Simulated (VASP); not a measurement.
The system is MgC.

```
CELL_PARAMETERS angstrom
2.74104 0.00000 0.00000
0.00000 2.74104 0.00000
0.00000 0.00000 2.92675
ATOMIC_POSITIONS crystal
Mg 0.00000 0.00000 0.50000
C 0.50000 0.50000 0.00000
```

The cell was built from a structure type or drawn by symmetry, and may not be a known phase.

```yaml
Program: VASP 6.6.1
Task: relaxation of cell and atoms
Functional: PBE
Potentials_or_basis: VASP PAW PBE potentials, release 64 (Mg, C)
Cutoff: 600 eV
k_mesh: 20 × 20 × 18
Occupations: gaussian, width 0.1 eV
Spin: no spin polarisation
```

At the start: pressure -0.5 GPa; volume 10.99 Å³/atom.

How do energy, volume and symmetry change on relaxing?

Over 8 steps the energy falls by 7.8 meV/atom and the volume is 10.96 Å³/atom (-0.3 %); space group P4/mmm (No. 123, to 0.1 Å) before, Pm-3m (No. 221, to 0.1 Å).

The path:
```csv
step,energy change (eV),largest force (eV/Å),pressure (GPa),volume (Å³)
1,0.0000,0.0000,-0.49,21.99
2,-0.0084,0.0000,0.11,21.88
3,-0.0143,0.0000,0.95,21.73
4,-0.0146,0.0000,1.18,21.69
5,-0.0155,0.0000,-0.39,22.00
6,-0.0156,0.0000,-0.08,21.93
7,-0.0156,0.0000,-0.06,21.93
8,-0.0156,0.0000,-0.01,21.92
```

Final structure:
```
Mg C
1.0
     2.79000    0.00000    0.00000
     0.00000    2.79000    0.00000
     0.00000    0.00000    2.81635
Mg C
1 1
Cartesian
  0.0000 2.7900 1.4082
  1.3950 1.3950 2.8163
```
